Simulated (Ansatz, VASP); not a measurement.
# Ge: VASP beside Ansatz

```
Ge
1.0
     3.02952    0.00000    0.00000
    -1.51476    2.62364    0.00000
     0.00000    0.00000    2.51172
Ge
1
Cartesian
  0.0000 0.0000 1.2559
```

Alike in both runs: task relaxation of cell and atoms; functional PBE; k mesh 6 × 6 × 6; occupations gaussian, width 0.1 eV; no spin polarisation.

|  | VASP | Ansatz |
| --- | --- | --- |
| version | VASP 6.6.1 | Ansatz 0.2.0 |
| potentials or method | VASP PAW PBE potentials, release 64 (Ge_d), cutoff 600 eV | scalar-relativistic, plane waves, PAW |
| valence electrons in the cell | 14 | 14 |

Ansatz gave:

```
gap on the k mesh at the Fermi level, each at its own relaxed structure (eV) : none
relaxed volume (Å³/atom)                                                     : 19.70
relaxed cell length with the largest relative difference (Å)                 : 2.804
```

Problem. Which values does VASP return?

Solution. gap on the k mesh at the Fermi level, each at its own relaxed structure (eV): none; relaxed volume (Å³/atom): 19.73; relaxed cell length with the largest relative difference (Å): 2.808.

A gap of «none» marks a metal or a gap that the smearing closes.

The k mesh is coarse, so the values compare programs but aren't converged.
